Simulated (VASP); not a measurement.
The system is Bi.

```
Bi
1.0
    -1.98143    1.98143    1.98143
     1.98143   -1.98143    1.98143
     1.98143    1.98143   -1.98143
Bi
1
Direct
  0.00000 0.00000 0.00000
```

This isn't the form of Bi at room conditions, which is rhombohedral.

Base run:

```yaml
Program: VASP 6.6.1
Functional: b88 exchange, pbe correlation
Potentials_or_basis: VASP PAW PBE potentials, release 64 (Bi_d)
Cutoff: 500 eV
k_mesh: 9 × 9 × 9
Occupations: fermi-dirac, width 0.05 eV
Spin: no spin polarisation
```

Its results: band gap on the k mesh zero (an odd number of electrons rules out a gap without spin polarisation); pressure 0.7 GPa.

**Question.** The run is repeated on the same cell with these changes: functional from b88 exchange, pbe correlation to r2SCAN; cutoff from 500 eV to 520 eV; dispersion from none to D3(BJ). What comes out?

**Answer.** Band gap on the k mesh zero (an odd number of electrons rules out a gap without spin polarisation); pressure -1.3 GPa.

Several settings changed at once.

Caveats: the PAW data sets were made with another functional, which shifts forces and pressure a little; spin-orbit coupling is left out, which moves the levels of the heavy elements.
